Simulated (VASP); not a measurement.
# Al3Pd (Pm-3m) in VASP: notebook

Al3Pd is run at these levels: PBE; tasks: single point.

Everything below comes from runs of VASP 6.6.1. Logs are shortened: lines on timing, memory, paths and dates and some standing lists are left out, and cuts for length are marked.

## Step 1: The cell of the first run

The structure is cubic, space group Pm-3m (No. 221). The conventional cell has a = 3.947 Å, b = 3.947 Å, c = 3.947 Å, α = 90.00°, β = 90.00°, γ = 90.00°. Al (site symmetry 4/mmm) has 8 Al at 2.79 Å and 4 Pd at 2.79 Å within 3.7 Å. Within 3.7 Å of Pd (site symmetry m-3m) lie 12 Al at 2.79 Å.

## Step 2: Single point, PBE

File INCAR:

```
SYSTEM = Al3Pd
PREC = Accurate ; ENCUT = 520
EDIFF = 1E-6 ; ISMEAR = 0
SIGMA = 0.1 ; LREAL = .False.
LASPH = .True. ; NELM = 100
ALGO = Normal ; ISIF = 2
LWAVE = .False. ; LCHARG = .False.
GGA = PE ; NBANDS = 18
```

File KPOINTS:

```
regular mesh
0
Gamma
  8 8 8
  0 0 0
```

File POSCAR:

```
Al3Pd
1.0
    3.9469100000      0.0000000000      0.0000000000
    0.0000000000      3.9469100000      0.0000000000
    0.0000000000      0.0000000000      3.9469100000
Al Pd
3 1
Direct
    0.0000000000      0.5000000000      0.5000000000
    0.5000000000      0.0000000000      0.5000000000
    0.5000000000      0.5000000000      0.0000000000
    0.0000000000      0.0000000000      0.0000000000
```

Potentials or basis: VASP PAW PBE potentials, release 64 (Al, Pd).

Run with:

```sh
> cat potpaw_PBE.64/Al/POTCAR potpaw_PBE.64/Pd/POTCAR > POTCAR
> mpirun -np 1 vasp_std > vasp.out
```

OUTCAR:

```text
SYSTEM = Al3Pd
   PREC = Accurate
   ENCUT = 520
   EDIFF = 1E-6
   ISMEAR = 0
   LREAL = .False.
   LASPH = .True.
   NELM = 100
   ISIF = 2
   GGA = PE

 ion  position               nearest neighbor table
   1  0.000  0.500  0.500-   2 2.79   3 2.79   4 2.79   3 2.79   4 2.79   2 2.79   4 2.79   4 2.79
                             2 2.79   3 2.79   3 2.79   2 2.79
   2  0.500  0.000  0.500-   1 2.79   3 2.79   4 2.79   3 2.79   4 2.79   1 2.79   3 2.79   3 2.79
                             1 2.79   4 2.79   4 2.79   1 2.79
   3  0.500  0.500  0.000-   1 2.79   2 2.79   4 2.79   1 2.79   2 2.79   2 2.79   4 2.79   2 2.79
                             1 2.79   4 2.79   1 2.79   4 2.79
   4  0.000  0.000  0.000-   1 2.79   2 2.79   3 2.79   1 2.79   2 2.79   1 2.79   3 2.79   1 2.79
                             2 2.79   3 2.79   2 2.79   3 2.79

  LATTYP: Found a simple cubic cell.
 ALAT       =     3.9469100000

  Lattice vectors:

 A1 = (   3.9469100000,   0.0000000000,   0.0000000000)
 A2 = (   0.0000000000,   3.9469100000,   0.0000000000)
 A3 = (   0.0000000000,   0.0000000000,   3.9469100000)

Analysis of symmetry for initial positions (statically):
=====================================================================
 Subroutine PRICEL returns:
 Original cell was already a primitive cell.

 Routine SETGRP: Setting up the symmetry group for a
 simple cubic supercell.

 Subroutine GETGRP returns: Found 48 space group operations
 (whereof 48 operations were pure point group operations)
 out of a pool of 48 trial point group operations.

The static configuration has the point symmetry O_h .

Analysis of symmetry for dynamics (positions and initial velocities):
=====================================================================
 Subroutine PRICEL returns:
 Original cell was already a primitive cell.

 Routine SETGRP: Setting up the symmetry group for a
 simple cubic supercell.

 Subroutine GETGRP returns: Found 48 space group operations
 (whereof 48 operations were pure point group operations)
 out of a pool of 48 trial point group operations.

The dynamic configuration has the point symmetry O_h .

 Subroutine INISYM returns: Found 48 space group operations
 (whereof 48 operations are pure point group operations),
 and found     1 'primitive' translations

----------------------------------------------------------------------------------------

                                     Primitive cell

  volume of cell :      61.4854

  direct lattice vectors                    reciprocal lattice vectors
     3.946910000  0.000000000  0.000000000     0.253362757  0.000000000  0.000000000
     0.000000000  3.946910000  0.000000000     0.000000000  0.253362757  0.000000000
     0.000000000  0.000000000  3.946910000     0.000000000  0.000000000  0.253362757

  length of vectors
     3.946910000  3.946910000  3.946910000     0.253362757  0.253362757  0.253362757

  position of ions in fractional coordinates (direct lattice)
     0.000000000  0.500000000  0.500000000
     0.500000000  0.000000000  0.500000000
     0.500000000  0.500000000  0.000000000
     0.000000000  0.000000000  0.000000000

  ion indices of the primitive-cell ions
   primitive index   ion index
                 1           1
                 2           2
                 3           3
                 4           4

----------------------------------------------------------------------------------------

 KPOINTS: regular mesh

Automatic generation of k-mesh.
 Grid dimensions read from file:
 generate k-points for:    8    8    8

 Generating k-lattice:

  Cartesian coordinates                     Fractional coordinates (reciprocal lattice)
     0.031670345  0.000000000  0.000000000     0.125000000  0.000000000  0.000000000
     0.000000000  0.031670345  0.000000000     0.000000000  0.125000000  0.000000000
     0.000000000  0.000000000  0.031670345     0.000000000  0.000000000  0.125000000

  Length of vectors
     0.031670345  0.031670345  0.031670345

  Shift w.r.t. Gamma in fractional coordinates (k-lattice)
     0.000000000  0.000000000  0.000000000

 Subroutine IBZKPT returns following result:
 ===========================================

 Found     35 irreducible k-points:

 Following reciprocal coordinates:
            Coordinates               Weight
  0.000000  0.000000  0.000000      1.000000
  0.125000  0.000000  0.000000      6.000000
  0.250000  0.000000  0.000000      6.000000
  0.375000  0.000000  0.000000      6.000000
  0.500000  0.000000  0.000000      3.000000
  0.125000  0.125000  0.000000     12.000000
[... 16 lines left out ...]
  0.375000  0.375000  0.125000     24.000000
  0.500000  0.375000  0.125000     24.000000
 [... further k-points ...]
   k-points           NKPTS =     35   k-points in BZ     NKDIM =     35   number of bands    NBANDS=     18
   number of dos      NEDOS =    301   number of ions     NIONS =      4
   total plane-waves  NPLWV =  27000
   dimension x,y,z NGX =    30 NGY =   30 NGZ =   30
   dimension x,y,z NGXF=    60 NGYF=   60 NGZF=   60
   ions per type =               3   1
   NGX,Y,Z   is equivalent  to a cutoff of  12.64, 12.64, 12.64 a.u.
   NGXF,Y,Z  is equivalent  to a cutoff of  25.27, 25.27, 25.27 a.u.
 SYSTEM =  Al3Pd
   PREC   = accura    normal or accurate (medium, high low for compatibility)
   ISTART =      0    job   : 0-new  1-cont  2-samecut
   ICHARG =      2    charge: 1-file 2-atom 10-const
   ISPIN  =      1    spin polarized calculation?
   LNONCOLLINEAR =      F non collinear calculations
   LSORBIT =      F    spin-orbit coupling
   LASPH  =      T    aspherical Exc in radial PAW
   ENCUT  =  520.0 eV  38.22 Ry    6.18 a.u.   7.34  7.34  7.34*2*pi/ulx,y,z
   NELM   =    100;   NELMIN=  2; NELMDL= -5     # of ELM steps
   EDIFF  = 0.1E-05   stopping-criterion for ELM
   LREAL  =      F    real-space projection
   EDIFFG = 0.1E-04   stopping-criterion for IOM
   NSW    =      0    number of steps for IOM
   IBRION =     -1    ionic relax: 0-MD 1-quasi-New 2-CG
   NFREE  =      0    steps in history (QN), initial steepest desc. (CG)
   ISIF   =      2    stress and relaxation
   ISYM   =      2    0-nonsym 1-usesym 2-fastsym
   POTIM  = 0.5000    time-step for ionic-motion
   TEBEG  =    0.0;   TEEND  =   0.0 temperature during run
   PSTRESS=    0.0 pullay stress
   NELECT =      19.0000    total number of electrons
   NUPDOWN=      -1.0000    fix difference up-down
   EMIN   =  10.00;   EMAX   =-10.00  energy-range for DOS
   EFERMI =   0.00;   METHOD = LEGACY
   ISMEAR =     0;   SIGMA  =   0.10  broadening in eV -4-tet -1-fermi 0-gaus
   EFERMI_NEDOS =   21; number of points for ismear=-14 and -15
   IALGO  =     38    algorithm
   IMIX   =      4    mixing-type and parameters
     AMIX     =   0.40;   BMIX     =  1.00
     AMIX_MAG =   1.60;   BMIX_MAG =  1.00
  volume/ion in A,a.u.               =      15.37       103.73
  Fermi-wavevector in a.u.,A,eV,Ry     =   1.106799  2.091547 16.667195  1.225004
  Thomas-Fermi vector in A             =   2.243305
   LORBIT       =      0    0 simple, 1 ext, 2 COOP (PROOUT), +10 PAW based schemes
   GGA     = PE    functional components
   LHFCALC =     F    Hartree Fock is set to
   AEXX    =    0.0000 exact exchange contribution
   IVDW    =     0    specifies the selected vdW correction
   LEPSILON=     F    determine dielectric tensor
   LRPA    =     F    only Hartree local field effects (RPA)
 non-spin polarized calculation
 Gauss-broadening in eV      SIGMA  =   0.10
  energy-cutoff  :      520.00
  volume of cell :       61.49
 maximum number of plane-waves:      1675
 NGX is ok and might be reduce to    30
   NGX = 15   NGY = 15   NGZ = 15

 number of electron      19.0000003 magnetization

 Free energy of the ion-electron system (eV)
  ---------------------------------------------------
  ext. energy  EPLUGINS =         0.00000000
  ---------------------------------------------------
  free energy    TOTEN  =       -17.83311687 eV

  energy without entropy =      -17.82509351  energy(sigma->0) =      -17.82910519

 E-fermi :   9.2587     XC(G=0): -11.0675

 val. band max:        9.1838248180   @ k =   0.3750   0.1250   0.0000
 cond. band min:       9.2808671950   @ k =   0.3750   0.3750   0.1250
 fundamental gap:      0.0970423769
 Fermi energy:         9.2586641594

 k-point     1 :       0.0000    0.0000    0.0000
  band No.  band energies     occupation
      1      -1.7706      2.00000
      2       4.2614      2.00000
      3       4.2614      2.00000
      4       5.6174      2.00000
      5       5.6174      2.00000
      6       5.6174      2.00000
[... 10 lines left out ...]
     17      16.9126      0.00000
     18      16.9126      0.00000

 k-point     2 :       0.1250    0.0000    0.0000
  band No.  band energies     occupation
      1      -1.6179      2.00000
      2       4.0472      2.00000
      3       4.3104      2.00000
      4       5.4261      2.00000
      5       5.4261      2.00000
      6       5.6288      2.00000
[... 10 lines left out ...]
     17      16.3432      0.00000
     18      16.6957      0.00000

 k-point     3 :       0.2500    0.0000    0.0000
  band No.  band energies     occupation
      1      -1.1649      2.00000
      2       3.1508      2.00000
      3       4.4345      2.00000
      4       5.1150      2.00000
      5       5.1150      2.00000
      6       5.6566      2.00000
[... 10 lines left out ...]
     17      16.7382      0.00000
     18      16.7382      0.00000

 k-point     4 :       0.3750    0.0000    0.0000
  band No.  band energies     occupation
      1      -0.4323      2.00000
      2       1.8751      2.00000
      3       4.5680      2.00000
      4       4.8917      2.00000
      5       4.8917      2.00000
      6       5.6848      2.00000
[... 10 lines left out ...]
     17      16.7877      0.00000
     18      17.5929      0.00000

 k-point     5 :       0.5000    0.0000    0.0000
  band No.  band energies     occupation
      1       0.3398      2.00000
      2       0.8900      2.00000
      3       4.6265      2.00000
      4       4.8130      2.00000
      5       4.8130      2.00000
      6       5.6966      2.00000
[... 10 lines left out ...]
     17      18.3556      0.00000
     18      18.3720      0.00000

 k-point     6 :       0.1250    0.1250    0.0000
  band No.  band energies     occupation
      1      -1.4663      2.00000
      2       4.0505      2.00000
      3       4.1878      2.00000
      4       5.1757      2.00000
      5       5.3739      2.00000
      6       5.5396      2.00000
[... 10 lines left out ...]
     17      15.9496      0.00000
     18      17.2876      0.00000

 k-point     7 :       0.2500    0.1250    0.0000
  band No.  band energies     occupation
      1      -1.0170      2.00000
      2       3.2504      2.00000
      3       4.2815      2.00000
      4       4.9474      2.00000
      5       5.1340      2.00000
      6       5.5387      2.00000
[... 10 lines left out ...]
     17      16.1561      0.00000
     18      16.3706      0.00000

 k-point     8 :       0.3750    0.1250    0.0000
  band No.  band energies     occupation
      1      -0.2923      2.00000
      2       2.0023      2.00000
      3       4.4662      2.00000
      4       4.7964      2.00000
      5       4.9275      2.00000
      6       5.5740      2.00000
[... 10 lines left out ...]
     17      16.5105      0.00000
     18      16.9712      0.00000
[... 229 lines left out ...]
     17      16.8393      0.00000
     18      18.4163      0.00000

 k-point    20 :       0.2500    0.2500    0.1250
  band No.  band energies     occupation
      1      -0.4369      2.00000
      2       3.5805      2.00000
      3       3.6262      2.00000
      4       4.7349      2.00000
      5       4.9710      2.00000
      6       5.2374      2.00000
[... 10 lines left out ...]
     17      16.7734      0.00000
     18      17.1735      0.00000

 k-point    21 :       0.3750    0.2500    0.1250
  band No.  band energies     occupation
      1       0.2525      2.00000
      2       2.4868      2.00000
      3       3.9250      2.00000
      4       4.7564      2.00000
      5       4.8903      2.00000
      6       5.2232      2.00000
[... 10 lines left out ...]
     17      16.8098      0.00000
     18      17.0691      0.00000

 k-point    22 :       0.5000    0.2500    0.1250
  band No.  band energies     occupation
      1       0.9074      2.00000
      2       1.6548      2.00000
      3       4.1000      2.00000
      4       4.6339      2.00000
      5       4.9641      2.00000
      6       5.2159      2.00000
[... 10 lines left out ...]
     17      17.1599      0.00000
     18      17.2356      0.00000

 k-point    23 :       0.3750    0.3750    0.1250
  band No.  band energies     occupation
      1       0.8796      2.00000
      2       2.8726      2.00000
      3       3.1976      2.00000
      4       4.4839      2.00000
      5       5.0108      2.00000
      6       5.1627      2.00000
[... 10 lines left out ...]
     17      16.8188      0.00000
     18      17.9507      0.00000

 k-point    24 :       0.5000    0.3750    0.1250
  band No.  band energies     occupation
      1       1.4021      2.00000
      2       2.3609      2.00000
      3       3.4553      2.00000
      4       4.1906      2.00000
      5       5.0878      2.00000
      6       5.1418      2.00000
[... 10 lines left out ...]
     17      17.4398      0.00000
     18      18.7055      0.00000

 [... further k-points ...]

------------------------ aborting loop because EDIFF is reached ----------------------------------------

  FORCE on cell =-STRESS in cart. coord.  units (eV):
  Direction    XX          YY          ZZ          XY          YZ          ZX
  --------------------------------------------------------------------------------------
  -------------------------------------------------------------------------------------
  Total        0.3331661      0.3331661      0.3331661      0.0000000      0.0000000     -0.0000000
  in kB        8.6815991      8.6815991      8.6815991      0.0000000      0.0000000     -0.0000000
  external PRESSURE =       8.6815991 kB  Pullay stress =       0.0000000 kB

 VOLUME and BASIS-vectors are now :
 -----------------------------------------------------------------------------
  energy-cutoff  :      520.00
  volume of cell :       61.49
      direct lattice vectors                 reciprocal lattice vectors
     3.946910000  0.000000000  0.000000000     0.253362757  0.000000000  0.000000000
     0.000000000  3.946910000  0.000000000     0.000000000  0.253362757  0.000000000
     0.000000000  0.000000000  3.946910000     0.000000000  0.000000000  0.253362757

 POSITION                                       TOTAL-FORCE (eV/Angst)
 -----------------------------------------------------------------------------------
      0.00000      1.97345      1.97345         0.000000      0.000000      0.000000
      1.97345      0.00000      1.97345         0.000000      0.000000      0.000000
      1.97345      1.97345      0.00000         0.000000      0.000000      0.000000
      0.00000      0.00000      0.00000         0.000000      0.000000      0.000000
 -----------------------------------------------------------------------------------
    total drift:                                0.000000     -0.000000      0.000000

  FREE ENERGIE OF THE ION-ELECTRON SYSTEM (eV)
  ---------------------------------------------------
  free  energy   TOTEN  =       -17.8331168721 eV

  energy  without entropy=      -17.8250935118  energy(sigma->0) =      -17.82910519
```

Run time: 15 s. Hardware: 1 thread of Intel Xeon 6975P-C (Granite Rapids), shared host; peak memory 0.18 GiB.

Results:

```
Free energy : -17.8331 eV
Pressure    : 0.9 GPa
```

Levels at points of the mesh, in eV from the Fermi level:
```csv
k point,band 5,band 6,band 7,band 8,band 9,band 10,band 11,band 12,band 13,band 14
"(0.00, 0.00, 0.00)",-3.64,-3.64,-2.27,-2.27,-2.27,0.12,1.81,1.81,5.86,5.86
"(0.50, 0.00, 0.00)",-4.45,-3.56,-3.10,0.58,0.58,0.95,1.17,1.17,1.44,4.00
"(0.50, 0.50, 0.00)",-4.15,-4.15,-3.14,-2.75,-2.49,1.13,3.61,3.61,4.06,4.06
"(0.50, 0.50, 0.50)",-3.67,-3.67,-3.67,-3.12,-3.12,-1.17,-0.63,-0.63,-0.63,11.81
```

## Step 3: Single point, PBE

File INCAR:

```
PREC = Accurate
ENCUT = 520
EDIFF = 1E-7
ISMEAR = 0
SIGMA = 0.1
LREAL = False
LASPH = True
NELM = 60
ALGO = Normal
ISIF = 2
LWAVE = False
LCHARG = False
GGA = PE
NBANDS = 18
```

File KPOINTS:

```
Automatic mesh
0
Gamma
  8 8 8
  0.5 0.5 0.5
```

POSCAR is that of step 2.

Potentials or basis: VASP PAW PBE potentials, release 64 (Al, Pd).

Run with:

```sh
> cat potpaw_PBE.64/Al/POTCAR potpaw_PBE.64/Pd/POTCAR > POTCAR
> mpirun -np 1 vasp_std > vasp.out
```

Wall time 9.8 s (1 thread of Intel Xeon 6975P-C (Granite Rapids), shared host); peak memory 0.17 GiB.

It converged, with:

```yaml
Free_energy: -17.8397 eV
Pressure: 0.9 GPa
```

Levels at points of the mesh, in eV from the Fermi level:
| k point | band 6 | band 7 | band 8 | band 9 | band 10 | band 11 | band 12 | band 13 |
| --- | --- | --- | --- | --- | --- | --- | --- | --- |
| (0.06, 0.06, 0.06) | -3.75 | -2.46 | -2.29 | -2.29 | 0.71 | 2.01 | 2.01 | 5.23 |

## Step 4: Single point, PBE

File INCAR:

```
ALGO = Normal
EDIFF = 1E-6
ENCUT = 520
GGA = PE
ISIF = 2
ISMEAR = 0
LASPH = True
LCHARG = True
LELF = True
LREAL = False
LVHAR = True
LWAVE = False
NBANDS = 18
NELM = 60
PREC = Accurate
SIGMA = 0.1
```

File KPOINTS:

```
k-points
0
Gamma
  10 10 10
```

POSCAR is that of step 3.

Run with:

```sh
> cat potpaw_PBE.64/Al/POTCAR potpaw_PBE.64/Pd/POTCAR > POTCAR
> mpirun -np 1 vasp_std > vasp.out
```

Run time: 26 s. Hardware: 1 thread of Intel Xeon 6975P-C (Granite Rapids), shared host; peak memory 0.2 GiB.

The run converged. Its results:

| Quantity | Value |
| --- | --- |
| Free energy | -17.8256 eV |
| Pressure | 1.2 GPa |

Levels at points of the mesh, in eV from the Fermi level:
```tsv
k point	band 7	band 8	band 9	band 10	band 11	band 12
(0.00, 0.00, 0.00)	-2.29	-2.29	-2.29	0.11	1.80	1.80
(0.50, 0.00, 0.00)	-3.11	0.56	0.56	0.93	1.16	1.16
(0.50, 0.50, 0.00)	-3.15	-2.76	-2.50	1.12	3.59	3.59
(0.50, 0.50, 0.50)	-3.69	-3.13	-3.13	-1.20	-0.64	-0.64
```

## Step 5: Single point, PBE

File INCAR:

```
SYSTEM = Al3Pd
PREC = Accurate
ENCUT = 520
EDIFF = 1E-6
ISMEAR = 0
SIGMA = 0.01
LREAL = .FALSE.
LASPH = .TRUE.
NELM = 100
ALGO = Normal
ISIF = 2
LWAVE = .FALSE.
LCHARG = .FALSE.
GGA = PE
NBANDS = 18
```

File KPOINTS:

```
regular mesh
0
G
  10 10 10
  0 0 0
```

POSCAR is that of step 4.

Run with:

```sh
> cat potpaw_PBE.64/Al/POTCAR potpaw_PBE.64/Pd/POTCAR > POTCAR
> mpirun -np 1 vasp_std > vasp.out
```

Run time: 22 s. Hardware: 1 thread of Intel Xeon 6975P-C (Granite Rapids), shared host; peak memory 0.2 GiB.

It converged, with:

* Free energy: -17.8199 eV
* Pressure: 1.2 GPa

Levels at points of the mesh, in eV from the Fermi level:
```tsv
k point	band 6	band 7	band 8	band 9	band 10	band 11	band 12	band 13
(0.00, 0.00, 0.00)	-3.62	-2.26	-2.26	-2.26	0.13	1.83	1.83	5.86
(0.50, 0.00, 0.00)	-3.54	-3.08	0.58	0.58	0.96	1.19	1.19	1.44
(0.50, 0.50, 0.00)	-4.14	-3.12	-2.73	-2.47	1.14	3.62	3.62	4.07
(0.50, 0.50, 0.50)	-3.67	-3.67	-3.10	-3.10	-1.17	-0.62	-0.62	-0.62
```

## Step 6: The runs side by side

```csv
k mesh,smearing,gap on the mesh (eV),pressure (GPa)
8 × 8 × 8,gaussian 0.1 eV,none,0.9
"8 × 8 × 8, shifted",gaussian 0.1 eV,none,0.9
10 × 10 × 10,gaussian 0.1 eV,none,1.2
10 × 10 × 10,gaussian 0.01 eV,none,1.2
```

Alike in all rows: task single point; level PBE; potentials or basis VASP PAW PBE potentials, release 64 (Al, Pd); no spin polarisation; cell as given; cutoff (eV) 520.

Every run on the cell as given and a fine mesh finds a metal.

Absolute energies hang on the potentials; compare differences alone.
